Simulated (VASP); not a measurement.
# Ge in VASP: notebook

Ge is run at these levels: PBE; tasks: single point, relaxation of cell and atoms.

Program: VASP 6.6.1. These are calculated values, not measurements. Logs are shortened: lines on timing, memory, paths and dates and some standing lists are left out, and cuts for length are marked.

## 1. The cell of the first run

The structure is tetragonal, space group P4_322 (No. 95). The conventional cell has a = 4.891 Å, b = 4.891 Å, c = 3.952 Å, α = 90.00°, β = 90.00°, γ = 90.00°. Ge (site symmetry 2) has 4 Ge at 2.51 to 2.57 Å within 3.3 Å.

## 2. Single point, PBE

The input, INCAR:

```
SYSTEM = Ge
PREC = Accurate
ENCUT = 520
EDIFF = 1E-6
ISMEAR = 0
SIGMA = 0.1
LREAL = .False.
LASPH = .True.
NELM = 100
ALGO = Normal
ISIF = 2
LWAVE = .False.
LCHARG = .False.
GGA = PE
NBANDS = 36
```

The input, KPOINTS:

```
regular mesh
0
Gamma
  10 10 12
  0 0 0
```

The input, POSCAR:

```
Ge
1.0
    4.8914164264      0.0000000000      0.0000000000
    0.0000000000      4.8914164264      0.0000000000
    0.0000000000      0.0000000000      3.9520007331
Ge
4
Direct
    0.0000000000      0.3422002963      0.5000000000
    0.0000000000      0.6577997037      0.0000000000
    0.3422002963      0.0000000000      0.7500000000
    0.6577997037      0.0000000000      0.2500000000
```

Potentials or basis: VASP PAW PBE potentials, release 64 (Ge_d).

Command:

```console
> cat potpaw_PBE.64/Ge_d/POTCAR > POTCAR
> mpirun -np 1 vasp_std > vasp.out
```

OUTCAR:

```text
SYSTEM = Ge
   PREC = Accurate
   ENCUT = 520
   EDIFF = 1E-6
   ISMEAR = 0
   LREAL = .False.
   LASPH = .True.
   NELM = 100
   ISIF = 2
   GGA = PE

 ion  position               nearest neighbor table
   1  0.000  0.342  0.500-   2 2.51   2 2.51   4 2.57   3 2.57
   2  0.000  0.658  0.000-   1 2.51   1 2.51   4 2.57   3 2.57
   3  0.342  0.000  0.750-   4 2.51   4 2.51   1 2.57   2 2.57
   4  0.658  0.000  0.250-   3 2.51   3 2.51   1 2.57   2 2.57

  LATTYP: Found a simple tetragonal cell.
 ALAT       =     4.8914164264
 C/A-ratio  =     0.8079460812

  Lattice vectors:

 A1 = (   4.8914164264,   0.0000000000,   0.0000000000)
 A2 = (   0.0000000000,   4.8914164264,   0.0000000000)
 A3 = (   0.0000000000,   0.0000000000,   3.9520007331)

Analysis of symmetry for initial positions (statically):
=====================================================================
 Subroutine PRICEL returns:
 Original cell was already a primitive cell.

 Routine SETGRP: Setting up the symmetry group for a
 simple tetragonal supercell.

 Subroutine GETGRP returns: Found  8 space group operations
 (whereof  2 operations were pure point group operations)
 out of a pool of 16 trial point group operations.

The static configuration has the point symmetry C_2 .
 The point group associated with its full space group is D_4 .

Analysis of symmetry for dynamics (positions and initial velocities):
=====================================================================
 Subroutine PRICEL returns:
 Original cell was already a primitive cell.

 Routine SETGRP: Setting up the symmetry group for a
 simple tetragonal supercell.

 Subroutine GETGRP returns: Found  8 space group operations
 (whereof  2 operations were pure point group operations)
 out of a pool of 16 trial point group operations.

The dynamic configuration has the point symmetry C_2 .
 The point group associated with its full space group is D_4 .

 Subroutine INISYM returns: Found  8 space group operations
 (whereof  2 operations are pure point group operations),
 and found     1 'primitive' translations

----------------------------------------------------------------------------------------

                                     Primitive cell

  volume of cell :      94.5554

  direct lattice vectors                    reciprocal lattice vectors
     4.891416426  0.000000000  0.000000000     0.204439760  0.000000000  0.000000000
     0.000000000  4.891416426  0.000000000     0.000000000  0.204439760  0.000000000
     0.000000000  0.000000000  3.952000733     0.000000000  0.000000000  0.253036390

  length of vectors
     4.891416426  4.891416426  3.952000733     0.204439760  0.204439760  0.253036390

  position of ions in fractional coordinates (direct lattice)
     0.000000000  0.342200296  0.500000000
     0.000000000  0.657799704  0.000000000
     0.342200296  0.000000000  0.750000000
     0.657799704  0.000000000  0.250000000

  ion indices of the primitive-cell ions
   primitive index   ion index
                 1           1
                 2           2
                 3           3
                 4           4

----------------------------------------------------------------------------------------

 KPOINTS: regular mesh

Automatic generation of k-mesh.
 Grid dimensions read from file:
 generate k-points for:   10   10   12

 Generating k-lattice:

  Cartesian coordinates                     Fractional coordinates (reciprocal lattice)
     0.020443976  0.000000000  0.000000000     0.100000000  0.000000000  0.000000000
     0.000000000  0.020443976  0.000000000     0.000000000  0.100000000  0.000000000
     0.000000000  0.000000000  0.021086366     0.000000000  0.000000000  0.083333333

  Length of vectors
     0.020443976  0.020443976  0.021086366

  Shift w.r.t. Gamma in fractional coordinates (k-lattice)
     0.000000000  0.000000000  0.000000000

 Subroutine IBZKPT returns following result:
 ===========================================

 Found    147 irreducible k-points:

 Following reciprocal coordinates:
            Coordinates               Weight
  0.000000  0.000000  0.000000      1.000000
  0.100000  0.000000  0.000000      4.000000
  0.200000  0.000000  0.000000      4.000000
  0.300000  0.000000  0.000000      4.000000
  0.400000  0.000000  0.000000      4.000000
  0.500000  0.000000  0.000000      2.000000
[... 16 lines left out ...]
  0.100000  0.000000  0.083333      8.000000
  0.200000  0.000000  0.083333      8.000000
 [... further k-points ...]
   k-points           NKPTS =    147   k-points in BZ     NKDIM =    147   number of bands    NBANDS=     36
   number of dos      NEDOS =    301   number of ions     NIONS =      4
   total plane-waves  NPLWV =  38880
   dimension x,y,z NGX =    36 NGY =   36 NGZ =   30
   dimension x,y,z NGXF=    72 NGYF=   72 NGZF=   60
   ions per type =               4
   NGX,Y,Z   is equivalent  to a cutoff of  12.24, 12.24, 12.62 a.u.
   NGXF,Y,Z  is equivalent  to a cutoff of  24.47, 24.47, 25.24 a.u.
 SYSTEM =  Ge
   PREC   = accura    normal or accurate (medium, high low for compatibility)
   ISTART =      0    job   : 0-new  1-cont  2-samecut
   ICHARG =      2    charge: 1-file 2-atom 10-const
   ISPIN  =      1    spin polarized calculation?
   LNONCOLLINEAR =      F non collinear calculations
   LSORBIT =      F    spin-orbit coupling
   LASPH  =      T    aspherical Exc in radial PAW
   ENCUT  =  520.0 eV  38.22 Ry    6.18 a.u.   9.09  9.09  7.35*2*pi/ulx,y,z
   NELM   =    100;   NELMIN=  2; NELMDL= -5     # of ELM steps
   EDIFF  = 0.1E-05   stopping-criterion for ELM
   LREAL  =      F    real-space projection
   EDIFFG = 0.1E-04   stopping-criterion for IOM
   NSW    =      0    number of steps for IOM
   IBRION =     -1    ionic relax: 0-MD 1-quasi-New 2-CG
   NFREE  =      0    steps in history (QN), initial steepest desc. (CG)
   ISIF   =      2    stress and relaxation
   ISYM   =      2    0-nonsym 1-usesym 2-fastsym
   POTIM  = 0.5000    time-step for ionic-motion
   TEBEG  =    0.0;   TEEND  =   0.0 temperature during run
   PSTRESS=    0.0 pullay stress
   NELECT =      56.0000    total number of electrons
   NUPDOWN=      -1.0000    fix difference up-down
   EMIN   =  10.00;   EMAX   =-10.00  energy-range for DOS
   EFERMI =   0.00;   METHOD = LEGACY
   ISMEAR =     0;   SIGMA  =   0.10  broadening in eV -4-tet -1-fermi 0-gaus
   EFERMI_NEDOS =   21; number of points for ismear=-14 and -15
   IALGO  =     38    algorithm
   IMIX   =      4    mixing-type and parameters
     AMIX     =   0.40;   BMIX     =  1.00
     AMIX_MAG =   1.60;   BMIX_MAG =  1.00
  volume/ion in A,a.u.               =      23.64       159.52
  Fermi-wavevector in a.u.,A,eV,Ry     =   1.374808  2.598011 25.716334  1.890097
  Thomas-Fermi vector in A             =   2.500201
   LORBIT       =      0    0 simple, 1 ext, 2 COOP (PROOUT), +10 PAW based schemes
   GGA     = PE    functional components
   LHFCALC =     F    Hartree Fock is set to
   AEXX    =    0.0000 exact exchange contribution
   IVDW    =     0    specifies the selected vdW correction
   LEPSILON=     F    determine dielectric tensor
   LRPA    =     F    only Hartree local field effects (RPA)
 non-spin polarized calculation
 Gauss-broadening in eV      SIGMA  =   0.10
  energy-cutoff  :      520.00
  volume of cell :       94.56
 maximum number of plane-waves:      2568
   NGX = 19   NGY = 19   NGZ = 15

 number of electron      56.0000013 magnetization

 Free energy of the ion-electron system (eV)
  ---------------------------------------------------
  ext. energy  EPLUGINS =         0.00000000
  ---------------------------------------------------
  free energy    TOTEN  =       -17.13747284 eV

  energy without entropy =      -17.13573969  energy(sigma->0) =      -17.13660627

 E-fermi :   4.5559     XC(G=0):  -9.8147

 val. band max:        4.5504477584   @ k =   0.5000   0.3000   0.0000
 cond. band min:       4.5762122135   @ k =   0.5000   0.4000   0.0000
 fundamental gap:      0.0257644551
 Fermi energy:         4.5559452551

 k-point     1 :       0.0000    0.0000    0.0000
  band No.  band energies     occupation
      1     -20.2880      2.00000
      2     -20.2880      2.00000
      3     -20.2546      2.00000
      4     -20.2298      2.00000
      5     -20.2131      2.00000
      6     -20.2028      2.00000
[... 28 lines left out ...]
     35       9.9586      0.00000
     36      10.1364      0.00000

 k-point     2 :       0.1000    0.0000    0.0000
  band No.  band energies     occupation
      1     -20.2889      2.00000
      2     -20.2876      2.00000
      3     -20.2528      2.00000
      4     -20.2295      2.00000
      5     -20.2151      2.00000
      6     -20.2046      2.00000
[... 28 lines left out ...]
     35      10.0035      0.00000
     36      10.0083      0.00000

 k-point     3 :       0.2000    0.0000    0.0000
  band No.  band energies     occupation
      1     -20.2913      2.00000
      2     -20.2865      2.00000
      3     -20.2476      2.00000
      4     -20.2280      2.00000
      5     -20.2188      2.00000
      6     -20.2114      2.00000
[... 28 lines left out ...]
     35       9.8425      0.00000
     36      10.2140      0.00000

 k-point     4 :       0.3000    0.0000    0.0000
  band No.  band energies     occupation
      1     -20.2941      2.00000
      2     -20.2847      2.00000
      3     -20.2412      2.00000
      4     -20.2249      2.00000
      5     -20.2230      2.00000
      6     -20.2174      2.00000
[... 28 lines left out ...]
     35       9.8563      0.00000
     36      10.8032      0.00000

 k-point     5 :       0.4000    0.0000    0.0000
  band No.  band energies     occupation
      1     -20.2961      2.00000
      2     -20.2828      2.00000
      3     -20.2370      2.00000
      4     -20.2281      2.00000
      5     -20.2208      2.00000
      6     -20.2148      2.00000
[... 655 lines left out ...]
 k-point    22 :       0.0000    0.0000    0.0833
  band No.  band energies     occupation
      1     -20.2918      2.00000
      2     -20.2823      2.00000
      3     -20.2536      2.00000
      4     -20.2386      2.00000
      5     -20.2140      2.00000
      6     -20.2048      2.00000
[... 28 lines left out ...]
     35       8.9482      0.00000
     36      11.3547      0.00000

 k-point    23 :       0.1000    0.0000    0.0833
  band No.  band energies     occupation
      1     -20.2917      2.00000
      2     -20.2832      2.00000
      3     -20.2517      2.00000
      4     -20.2373      2.00000
      5     -20.2137      2.00000
      6     -20.2064      2.00000
[... 28 lines left out ...]
     35       9.3463      0.00000
     36      11.1712      0.00000

 k-point    24 :       0.2000    0.0000    0.0833
  band No.  band energies     occupation
      1     -20.2920      2.00000
      2     -20.2844      2.00000
      3     -20.2469      2.00000
      4     -20.2343      2.00000
      5     -20.2158      2.00000
      6     -20.2086      2.00000
[... 28 lines left out ...]
     35      10.1438      0.00000
     36      11.0605      0.00000

 [... further k-points ...]
[... 5 lines left out ...]
  --------------------------------------------------------------------------------------
  -------------------------------------------------------------------------------------
  Total       -0.0066052     -0.0066052      0.0105048      0.0000000      0.0000000      0.0000000
  in kB       -0.1119201     -0.1119201      0.1779971      0.0000000      0.0000000      0.0000000
  external PRESSURE =      -0.0152810 kB  Pullay stress =       0.0000000 kB

 VOLUME and BASIS-vectors are now :
 -----------------------------------------------------------------------------
  energy-cutoff  :      520.00
  volume of cell :       94.56
      direct lattice vectors                 reciprocal lattice vectors
     4.891416426  0.000000000  0.000000000     0.204439760  0.000000000  0.000000000
     0.000000000  4.891416426  0.000000000     0.000000000  0.204439760  0.000000000
     0.000000000  0.000000000  3.952000733     0.000000000  0.000000000  0.253036390

 POSITION                                       TOTAL-FORCE (eV/Angst)
 -----------------------------------------------------------------------------------
      0.00000      1.67384      1.97600        -0.000000      0.000881      0.000000
      0.00000      3.21757      0.00000         0.000000     -0.000881     -0.000000
      1.67384      0.00000      2.96400         0.000881      0.000000     -0.000000
      3.21757      0.00000      0.98800        -0.000881      0.000000      0.000000
 -----------------------------------------------------------------------------------
    total drift:                               -0.000000      0.000000     -0.000000

  FREE ENERGIE OF THE ION-ELECTRON SYSTEM (eV)
  ---------------------------------------------------
  free  energy   TOTEN  =       -17.1374728417 eV

  energy  without entropy=      -17.1357396912  energy(sigma->0) =      -17.13660627
```

Run time: 3.4 min. Hardware: 1 thread of AMD EPYC 9R45 (Zen 5), shared host; peak memory 0.41 GiB.

Results:

```
Free energy            : -17.1375 eV
Pressure               : 0.0 GPa
Band gap on the k mesh : zero (band 28 reaches 4.98 eV, above the bottom of band 29 at 4.23 eV)
```

Levels at points of the mesh, in eV from the Fermi level:
| k point | band 25 | band 26 | band 27 | band 28 | band 29 | band 30 | band 31 | band 32 |
| --- | --- | --- | --- | --- | --- | --- | --- | --- |
| (0.00, 0.00, 0.00) | -2.95 | -1.53 | -1.53 | -0.14 | 0.95 | 0.95 | 3.19 | 3.19 |
| (0.50, 0.00, 0.00) | -2.72 | -2.14 | -1.24 | -0.98 | 0.42 | 1.35 | 2.33 | 4.26 |
| (0.50, 0.50, 0.00) | -1.26 | -1.09 | -0.92 | -0.32 | -0.32 | 1.35 | 2.95 | 2.95 |
| (0.00, 0.00, 0.50) | -2.95 | -2.95 | -2.56 | -2.56 | 0.52 | 0.52 | 2.73 | 2.73 |
| (0.50, 0.00, 0.50) | -2.78 | -2.78 | -1.77 | -1.77 | 0.20 | 0.20 | 2.06 | 2.06 |
| (0.50, 0.50, 0.50) | -5.00 | -5.00 | -2.11 | -2.11 | 3.76 | 3.76 | 4.19 | 4.19 |

## 3. Relaxation of cell and atoms, PBE

This run uses another cell than the first one, of 23.57 Å³/atom, 0.997 times its volume.

The input, INCAR:

```
SYSTEM = Ge
ALGO     = Normal         ! electronic algorithm
EDIFF    = 1E-6           ! SCF threshold, eV
EDIFFG   = -0.01          ! ionic threshold
ENCUT    = 600            ! plane-wave cutoff, eV
GGA      = PE             ! functional
IBRION   = 2              ! ionic algorithm
ISIF     = 3              ! what is computed and relaxed
ISMEAR   = 0              ! smearing method
LASPH    = .True.         ! aspherical terms in the spheres
LCHARG   = .False.        ! write CHGCAR
LREAL    = .False.        ! projectors in reciprocal space
LWAVE    = .False.        ! write WAVECAR
NELM     = 100            ! most SCF steps
NSW      = 100            ! ionic steps
PREC     = Accurate       ! precision mode
SIGMA    = 0.1            ! smearing width, eV
```

The input, KPOINTS:

```
k-points
0
Gamma
  10 10 12
  0 0 0
```

The input, POSCAR:

```
Ge
1.0
    4.8848608147      0.0000000000      0.0000000000
    0.0000000000      4.8848608147      0.0000000000
    0.0000000000      0.0000000000      3.9516628985
Ge
4
Direct
    0.0000000000      0.3423300021      0.5000000000
    0.0000000000      0.6576699979      0.0000000000
    0.3423300021      0.0000000000      0.7500000000
    0.6576699979      0.0000000000      0.2500000000
```

Potentials or basis: VASP PAW PBE potentials, release 64 (Ge_d).

Command:

```console
> cat potpaw_PBE.64/Ge_d/POTCAR > POTCAR
> mpirun -np 1 vasp_std > vasp.out
```

It took 8.8 min on 1 thread of Intel Xeon Platinum 8259CL at 2.50GHz (Skylake/Cascade Lake), shared host; peak memory 0.51 GiB.

Results (log left out):

| Property | Result |
| --- | --- |
| Free energy | -17.1377 eV |
| Relaxed volume | 23.66 Å³/atom |
| Relaxed cell | a = 4.891 Å, b = 4.891 Å, c = 3.956 Å, α = 90.00°, β = 90.00°, γ = 90.00° |
| Space group after relaxing (to 0.05 Å) | P4_322 (No. 95) |
| Energy gained by relaxing | 0.0 meV/atom |
| Ionic steps | 2 |
| Pressure after relaxing | 0.0 GPa |
| Band gap on the k mesh | zero (band 28 reaches 4.98 eV, above the bottom of band 29 at 4.23 eV) |

The path:
```csv
step,energy change (eV),largest force (eV/Å),pressure (GPa),volume (Å³)
1,0.0000,0.0039,0.17,94.29
2,-0.0001,0.0007,-0.02,94.63
```

Final structure:
```
CELL_PARAMETERS angstrom
4.89093 0.00000 0.00000
0.00000 4.89093 0.00000
0.00000 0.00000 3.95576
ATOMIC_POSITIONS crystal
Ge 0.00000 0.34229 0.50000
Ge 0.00000 0.65771 0.00000
Ge 0.34229 0.00000 0.75000
Ge 0.65771 0.00000 0.25000
```

Levels at points of the mesh, in eV from the Fermi level:
| k point | band 25 | band 26 | band 27 | band 28 | band 29 | band 30 | band 31 | band 32 |
| --- | --- | --- | --- | --- | --- | --- | --- | --- |
| (0.00, 0.00, 0.00) | -2.94 | -1.54 | -1.54 | -0.13 | 0.95 | 0.95 | 3.18 | 3.18 |
| (0.50, 0.00, 0.00) | -2.71 | -2.14 | -1.24 | -0.98 | 0.41 | 1.34 | 2.33 | 4.25 |
| (0.50, 0.50, 0.00) | -1.27 | -1.10 | -0.93 | -0.32 | -0.32 | 1.34 | 2.95 | 2.95 |
| (0.00, 0.00, 0.50) | -2.95 | -2.95 | -2.55 | -2.55 | 0.52 | 0.52 | 2.73 | 2.73 |
| (0.50, 0.00, 0.50) | -2.78 | -2.78 | -1.77 | -1.77 | 0.20 | 0.20 | 2.06 | 2.06 |
| (0.50, 0.50, 0.50) | -5.00 | -5.00 | -2.11 | -2.11 | 3.76 | 3.76 | 4.19 | 4.19 |

## 4. Single point, PBE

This run uses another cell than the first one: it holds 8 atoms, not 4.

The input, INCAR:

```
SYSTEM = Ge
PREC     = Accurate       ! precision mode
ENCUT    = 520            ! plane-wave cutoff, eV
EDIFF    = 1E-6           ! SCF threshold, eV
ISMEAR   = 0              ! smearing method
SIGMA    = 0.1            ! smearing width, eV
LREAL    = .FALSE.        ! projectors in reciprocal space
LASPH    = .TRUE.         ! aspherical terms in the spheres
NELM     = 80             ! most SCF steps
ALGO     = Normal         ! electronic algorithm
ISIF     = 2              ! what is computed and relaxed
LWAVE    = .FALSE.        ! write WAVECAR
LCHARG   = .FALSE.        ! write CHGCAR
GGA      = PE             ! functional
NBANDS   = 66             ! bands
```

The input, KPOINTS:

```
regular mesh
0
G
  4 4 6
  0 0 0
```

The input, POSCAR:

```
Ge
1.0
    6.9082364145      0.0000000000      0.0000000000
    0.0000000000      6.9082364145      0.0000000000
    0.0000000000      0.0000000000      3.9516628985
Ge
8
Direct
    0.1711900422      0.1711900422      0.5000000000
    0.6711399598      0.6711399598      0.5000000000
    0.3288600402      0.3288600402      0.0000000000
    0.1711399598      0.8288600402      0.7500000000
    0.3288099578      0.6711900422      0.2500000000
    0.8288099578      0.8288099578      0.0000000000
    0.8288600402      0.1711399598      0.2500000000
    0.6711900422      0.3288099578      0.7500000000
```

Command:

```console
> cat potpaw_PBE.64/Ge_d/POTCAR > POTCAR
> mpirun -np 1 vasp_std > vasp.out
```

Run time: 2.9 min. Hardware: 1 thread of Intel Xeon 6975P-C (Granite Rapids), shared host; peak memory 0.39 GiB.

It converged, with:

| Property | Result |
| --- | --- |
| Free energy | -34.2732 eV |
| Pressure | 0.1 GPa |
| Largest force | 0.015 eV/Å |
| Band gap on the k mesh | zero (band 56 reaches 5.01 eV, above the bottom of band 57 at 4.35 eV) |

Forces on the atoms (eV/Å):
```
Ge  -0.011 -0.011  0.000
Ge  -0.010 -0.010  0.000
Ge   0.010  0.010  0.000
Ge  -0.010  0.010  0.000
Ge   0.011 -0.011  0.000
Ge   0.011  0.011  0.000
Ge   0.010 -0.010  0.000
Ge  -0.011  0.011  0.000
```

Stress tensor (GPa, compression positive):
```
0.05 0.00 0.00
0.00 0.05 0.00
0.00 0.00 0.23
```

Levels at points of the mesh, in eV from the Fermi level:
```tsv
k point	band 54	band 55	band 56	band 57	band 58	band 59
(0.00, 0.00, 0.00)	-0.85	-0.23	-0.23	-0.04	1.05	1.05
(0.50, 0.00, 0.00)	-1.09	-0.61	-0.61	0.96	0.96	1.85
(0.50, 0.50, 0.00)	-1.15	-0.90	-0.90	0.51	0.51	1.43
(0.00, 0.00, 0.50)	-2.47	-2.04	-2.04	0.61	0.61	2.84
(0.50, 0.00, 0.50)	-1.18	-1.18	-1.18	0.91	0.91	0.91
(0.50, 0.50, 0.50)	-1.68	-1.68	-1.68	0.29	0.29	0.29
```

## 5. Overview

| task | cell | k mesh | cutoff (eV) | gap on the mesh (eV) | pressure (GPa) |
| --- | --- | --- | --- | --- | --- |
| single point | a = 4.891, b = 4.891, c = 3.952 Å, 4 atoms | 10 × 10 × 12 | 520 | none | 0.0 |
| relaxation of cell and atoms | relaxed from a = 4.885, b = 4.885, c = 3.952 Å, 4 atoms | 10 × 10 × 12 | 600 | none | 0.0 |
| single point | a = 6.908, b = 6.908, c = 3.952 Å, 8 atoms | 4 × 4 × 6 | 520 | none | 0.1 |

Alike in all rows: level PBE; potentials or basis VASP PAW PBE potentials, release 64 (Ge_d); no spin polarisation; smearing gaussian 0.1 eV.

Absolute energies hang on the potentials; compare differences alone.
